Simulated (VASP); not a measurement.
Runs of VASP 6.6.1 on KCl. It takes space group Fm-3m (No. 225, cubic). Conventional cell: a = 6.290 Å, b = 6.290 Å, c = 6.290 Å, α = 90.00°, β = 90.00°, γ = 90.00°. Within 4.1 Å of K (site symmetry m-3m) lie 6 Cl at 3.14 Å. Cl (site symmetry m-3m) has 6 K at 3.14 Å within 4.1 Å. 

```csv
task,level,k mesh,smearing,grid for exact exchange (PRECFOCK),screening parameter,gap on the mesh (eV),pressure (GPa)
dielectric tensor,r2SCAN,6 × 6 × 6,gaussian 0.01 eV,-,-,5.84,-
single point,HSE06,6 × 6 × 6,gaussian 0.01 eV,Normal,0.2079 1/Å,6.50,(a)
single point,PBE,8 × 8 × 8,fermi-dirac 0.02 eV,-,-,5.19,0.8
single point,r2SCAN,8 × 8 × 8,gaussian 0.01 eV,-,-,5.84,0.0
single point,PBE,4 × 4 × 4,gaussian 0.01 eV,-,-,5.19,0.8
```

Alike in all rows: potentials or basis VASP PAW PBE potentials, release 64 (K_sv, Cl); no spin polarisation; cell as given; cutoff (eV) 520.

Estimate the missing entries.

(a) 0.5.

Caveats: some runs use coarse meshes; the PAW data sets were made with another functional, which shifts forces and pressure a little (some runs).

A k mesh can miss the band edges.
